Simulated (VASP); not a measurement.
# SiC (F-43m) in VASP: a series of runs

Runs on SiC. Level: r2SCAN. Tasks: single point.

Everything below comes from runs of VASP 6.6.1. Logs are shortened: lines on timing, memory, paths and dates and some standing lists are left out, and cuts for length are marked.

**The experiment to reproduce.**

From “Insight into the structural, elastic and electronic properties of a new orthorhombic 6O-SiC polytype”, 2020, pmc:7200658, for a bulk crystal of SiC: band gap 2.4 eV (indirect).

The results are compared with them further down.

**1. The cell of the first run**

Symmetry: F-43m, No. 216, cubic system. Conventional cell: a = 4.357 Å, b = 4.357 Å, c = 4.357 Å, α = 90.00°, β = 90.00°, γ = 90.00°. Si (site symmetry -43m) has 4 C at 1.89 Å within 2.5 Å. C (site symmetry -43m) has 4 Si at 1.89 Å within 2.5 Å.

**2. Single point, r2SCAN**

POSCAR

```
SiC
1.0
    0.0000000000      2.1783189300      2.1783189300
    2.1783189300      0.0000000000      2.1783189300
    2.1783189300      2.1783189300      0.0000000000
Si C
1 1
Direct
    0.0000000000      0.0000000000      0.0000000000
    0.2500000000      0.2500000000      0.2500000000
```

INCAR.step1

```
SYSTEM = SiC
  ALGO = Normal
  EDIFF = 1E-4
  ENCUT = 520
  GGA = PE
  ISMEAR = -1
  LASPH = .TRUE.
  LCHARG = .FALSE.
  LREAL = .FALSE.
  LWAVE = .TRUE.
  NBANDS = 11
  NELM = 100
  PREC = Accurate
  SIGMA = 0.02
```

INCAR.step2

```
SYSTEM = SiC
  ALGO = Normal
  EDIFF = 1E-6
  ENCUT = 520
  ISIF = 2
  ISMEAR = -1
  ISTART = 1
  LASPH = .TRUE.
  LCHARG = .TRUE.
  LELF = .TRUE.
  LMIXTAU = .TRUE.
  LREAL = .FALSE.
  LVHAR = .TRUE.
  LWAVE = .FALSE.
  METAGGA = R2SCAN
  NBANDS = 11
  NELM = 100
  PREC = Accurate
  SIGMA = 0.02
```

KPOINTS

```
k-points
0
G
  12 12 12
  0 0 0
```

Potentials or basis: VASP PAW PBE potentials, release 64 (Si, C).

Command:

```
> cat potpaw_PBE.64/Si/POTCAR potpaw_PBE.64/C/POTCAR > POTCAR
> cp INCAR.step1 INCAR
> mpirun -np 1 vasp_std > vasp.out
> cp INCAR.step2 INCAR
> mpirun -np 1 vasp_std > vasp.out
```

OUTCAR:

```text
SYSTEM = SiC
   EDIFF = 1E-6
   ENCUT = 520
   ISIF = 2
   ISMEAR = -1
   ISTART = 1
   LASPH = .TRUE.
   LREAL = .FALSE.
   METAGGA = R2SCAN
   NELM = 100
   PREC = Accurate

 ion  position               nearest neighbor table
   1  0.000  0.000  0.000-   2 1.89   2 1.89   2 1.89   2 1.89
   2  0.250  0.250  0.250-   1 1.89   1 1.89   1 1.89   1 1.89

  LATTYP: Found a face centered cubic cell.
 ALAT       =     4.3566378600

  Lattice vectors:

 A1 = (   0.0000000000,   2.1783189300,   2.1783189300)
 A2 = (   2.1783189300,   0.0000000000,   2.1783189300)
 A3 = (   2.1783189300,   2.1783189300,   0.0000000000)

Analysis of symmetry for initial positions (statically):
=====================================================================
 Subroutine PRICEL returns:
 Original cell was already a primitive cell.

 Routine SETGRP: Setting up the symmetry group for a
 face centered cubic supercell.

 Subroutine GETGRP returns: Found 24 space group operations
 (whereof 24 operations were pure point group operations)
 out of a pool of 48 trial point group operations.

The static configuration has the point symmetry T_d .

Analysis of symmetry for dynamics (positions and initial velocities):
=====================================================================
 Subroutine PRICEL returns:
 Original cell was already a primitive cell.

 Routine SETGRP: Setting up the symmetry group for a
 face centered cubic supercell.

 Subroutine GETGRP returns: Found 24 space group operations
 (whereof 24 operations were pure point group operations)
 out of a pool of 48 trial point group operations.

The dynamic configuration has the point symmetry T_d .

 Subroutine INISYM returns: Found 24 space group operations
 (whereof 24 operations are pure point group operations),
 and found     1 'primitive' translations

----------------------------------------------------------------------------------------

                                     Primitive cell

  volume of cell :      20.6726

  direct lattice vectors                    reciprocal lattice vectors
     0.000000000  2.178318930  2.178318930    -0.229534800  0.229534800  0.229534800
     2.178318930  0.000000000  2.178318930     0.229534800 -0.229534800  0.229534800
     2.178318930  2.178318930  0.000000000     0.229534800  0.229534800 -0.229534800

  length of vectors
     3.080608174  3.080608174  3.080608174     0.397565936  0.397565936  0.397565936

  position of ions in fractional coordinates (direct lattice)
     0.000000000  0.000000000  0.000000000
     0.250000000  0.250000000  0.250000000

  ion indices of the primitive-cell ions
   primitive index   ion index
                 1           1
[... 83 lines left out ...]
   PSTRESS=    0.0 pullay stress
   NELECT =       8.0000    total number of electrons
   NUPDOWN=      -1.0000    fix difference up-down
   EMIN   =  10.00;   EMAX   =-10.00  energy-range for DOS
   EFERMI =   0.00;   METHOD = LEGACY
   ISMEAR =    -1;   SIGMA  =   0.02  broadening in eV -4-tet -1-fermi 0-gaus
   EFERMI_NEDOS =   21; number of points for ismear=-14 and -15
   IALGO  =     38    algorithm
   IMIX   =      4    mixing-type and parameters
     AMIX     =   0.40;   BMIX     =  1.00
     AMIX_MAG =   1.60;   BMIX_MAG =  1.00
  volume/ion in A,a.u.               =      10.34        69.75
  Fermi-wavevector in a.u.,A,eV,Ry     =   1.192999  2.254441 19.364441  1.423246
  Thomas-Fermi vector in A             =   2.329024
   LORBIT       =      0    0 simple, 1 ext, 2 COOP (PROOUT), +10 PAW based schemes
   METAGGA = R2SCAN    functional components
   LHFCALC =     F    Hartree Fock is set to
   AEXX    =    0.0000 exact exchange contribution
   IVDW    =     0    specifies the selected vdW correction
   LEPSILON=     F    determine dielectric tensor
   LRPA    =     F    only Hartree local field effects (RPA)
 non-spin polarized calculation
  energy-cutoff  :      520.00
  volume of cell :       20.67
 maximum number of plane-waves:       568
   NGX = 11   NGY = 11   NGZ = 11

 number of electron       8.0000001 magnetization

 Free energy of the ion-electron system (eV)
  ---------------------------------------------------
  ext. energy  EPLUGINS =         0.00000000
  ---------------------------------------------------
  free energy    TOTEN  =       -19.32706217 eV

  energy without entropy =      -19.32706217  energy(sigma->0) =      -19.32706217

 E-fermi :   8.4413     XC(G=0): -11.9386

 val. band max:        7.9926611944   @ k =   0.0000   0.0000   0.0000
 cond. band min:       9.7172788044   @ k =   0.5000   0.5000   0.0000
 fundamental gap:      1.7246176101
 Fermi energy:         8.4412962228

 k-point     1 :       0.0000    0.0000    0.0000
  band No.  band energies     occupation
      1      -8.1943      2.00000
      2       7.9926      2.00000
      3       7.9927      2.00000
      4       7.9927      2.00000
      5      14.8385      0.00000
      6      15.8485      0.00000
      7      15.8486      0.00000
      8      15.8486      0.00000
      9      23.2070      0.00000
     10      23.2070      0.00000
     11      25.7720      0.00000
[... 309 lines left out ...]
 k-point    24 :      -0.4167    0.1667    0.0000
  band No.  band energies     occupation
      1      -4.2324      2.00000
      2      -0.2893      2.00000
      3       4.7892      2.00000
      4       6.4080      2.00000
      5      13.6640      0.00000
      6      16.3801      0.00000
      7      17.1423      0.00000
      8      20.0870      0.00000
      9      23.6950      0.00000
     10      24.3370      0.00000
     11      27.3258      0.00000

 [... further k-points ...]

------------------------ aborting loop because EDIFF is reached ----------------------------------------

  FORCE on cell =-STRESS in cart. coord.  units (eV):
  Direction    XX          YY          ZZ          XY          YZ          ZX
  --------------------------------------------------------------------------------------
  -------------------------------------------------------------------------------------
  Total       -0.0283526     -0.0283526     -0.0283526      0.0000000     -0.0000000      0.0000000
  in kB       -2.1973984     -2.1973984     -2.1973984      0.0000000     -0.0000000      0.0000000
  external PRESSURE =      -2.1973984 kB  Pullay stress =       0.0000000 kB

 VOLUME and BASIS-vectors are now :
 -----------------------------------------------------------------------------
  energy-cutoff  :      520.00
  volume of cell :       20.67
      direct lattice vectors                 reciprocal lattice vectors
     0.000000000  2.178318930  2.178318930    -0.229534800  0.229534800  0.229534800
     2.178318930  0.000000000  2.178318930     0.229534800 -0.229534800  0.229534800
     2.178318930  2.178318930  0.000000000     0.229534800  0.229534800 -0.229534800

 POSITION                                       TOTAL-FORCE (eV/Angst)
 -----------------------------------------------------------------------------------
      0.00000      0.00000      0.00000        -0.000000     -0.000000      0.000000
      1.08916      1.08916      1.08916         0.000000      0.000000     -0.000000
 -----------------------------------------------------------------------------------
    total drift:                               -0.000001     -0.000001     -0.000001

  FREE ENERGIE OF THE ION-ELECTRON SYSTEM (eV)
  ---------------------------------------------------
  free  energy   TOTEN  =       -19.3270621735 eV

  energy  without entropy=      -19.3270621735  energy(sigma->0) =      -19.32706217
```

OUTCAR.step1:

```text
SYSTEM = SiC
   EDIFF = 1E-4
   ENCUT = 520
   GGA = PE
   ISMEAR = -1
   LASPH = .TRUE.
   LREAL = .FALSE.
[... 555 lines left out ...]
      0.00000      0.00000      0.00000         0.000000      0.000000      0.000000
      1.08916      1.08916      1.08916        -0.000000     -0.000000     -0.000000
 -----------------------------------------------------------------------------------
    total drift:                                0.000000      0.000000      0.000000

  FREE ENERGIE OF THE ION-ELECTRON SYSTEM (eV)
  ---------------------------------------------------
  free  energy   TOTEN  =       -15.0574351016 eV

  energy  without entropy=      -15.0574351016  energy(sigma->0) =      -15.05743510
```

It took 33 s on 1 thread of Intel Xeon Platinum 8559C (Emerald Rapids), shared host; peak memory 0.14 GiB.

What came out:

```
Free energy            : -19.3271 eV
Pressure               : -0.2 GPa
Band gap on the k mesh : 1.72 eV (least direct gap 5.06 eV)
```

Caveat: the PAW data sets were made with another functional, which shifts forces and pressure a little.

**3. Single point, r2SCAN**

This run uses another cell than the first one, of 10.54 Å³/atom.

POSCAR

```
SiC
1.0
    0.0000000000      2.1927453000      2.1927453000
    2.1927453000      0.0000000000      2.1927453000
    2.1927453000      2.1927453000      0.0000000000
Si C
1 1
Direct
    0.0000000000      0.0000000000      0.0000000000
    0.2500000000      0.2500000000      0.2500000000
```

INCAR.step1

```
PREC     = Accurate       # precision mode
ENCUT    = 520            # plane-wave cutoff, eV
ISMEAR   = -1             # smearing method
SIGMA    = 0.02           # smearing width, eV
LREAL    = F              # projectors in reciprocal space
LASPH    = T              # aspherical terms in the spheres
NELM     = 80             # most SCF steps
NBANDS   = 11             # bands
GGA      = PE             # functional
ALGO     = Normal         # electronic algorithm
EDIFF    = 1E-4           # SCF threshold, eV
LWAVE    = T              # write WAVECAR
LCHARG   = F              # write CHGCAR
```

INCAR.step2

```
PREC     = Accurate       # precision mode
ENCUT    = 520            # plane-wave cutoff, eV
EDIFF    = 1E-6           # SCF threshold, eV
ISMEAR   = -1             # smearing method
SIGMA    = 0.02           # smearing width, eV
LREAL    = F              # projectors in reciprocal space
LASPH    = T              # aspherical terms in the spheres
NELM     = 80             # most SCF steps
ALGO     = Normal         # electronic algorithm
ISIF     = 2              # what is computed and relaxed
LWAVE    = F              # write WAVECAR
LCHARG   = T              # write CHGCAR
METAGGA  = R2SCAN         # meta-GGA
LMIXTAU  = T            
LELF     = T              # ELF
LVHAR    = T            
NBANDS   = 11             # bands
ISTART   = 1
```

KPOINTS

```
Automatic mesh
0
Gamma
  12 12 12
```

Potentials or basis: VASP PAW PBE potentials, release 64 (Si, C).

Command:

```
> cat potpaw_PBE.64/Si/POTCAR potpaw_PBE.64/C/POTCAR > POTCAR
> cp INCAR.step1 INCAR
> mpirun -np 1 vasp_std > vasp.out
> cp INCAR.step2 INCAR
> mpirun -np 1 vasp_std > vasp.out
```

Wall time 25 s (1 thread of Intel Xeon Platinum 8559C (Emerald Rapids), shared host); peak memory 0.14 GiB.

Results (log left out):

| Quantity | Value |
| --- | --- |
| Free energy | -19.3210 eV |
| Pressure | -4.5 GPa |
| Band gap on the k mesh | 1.74 eV (least direct gap 5.03 eV) |

Levels at points of the mesh, in eV from the valence-band top:
| k point | band 1 | band 2 | band 3 | band 4 | band 5 | band 6 | band 7 | band 8 |
| --- | --- | --- | --- | --- | --- | --- | --- | --- |
| (0.00, 0.00, 0.00) | -16.03 | 0.00 | 0.00 | 0.00 | 6.60 | 7.71 | 7.71 | 7.71 |
| (0.50, 0.00, 0.00) | -12.48 | -8.72 | -1.10 | -1.10 | 5.81 | 7.67 | 7.67 | 10.84 |
| (0.50, 0.50, 0.00) | -11.03 | -7.99 | -3.30 | -3.30 | 1.74 | 4.75 | 14.89 | 14.89 |

Caveat: the cell stands under tension; the PAW data sets were made with another functional, which shifts forces and pressure a little. A k mesh can miss the band edges.

(Continued in part 2 of 2.)
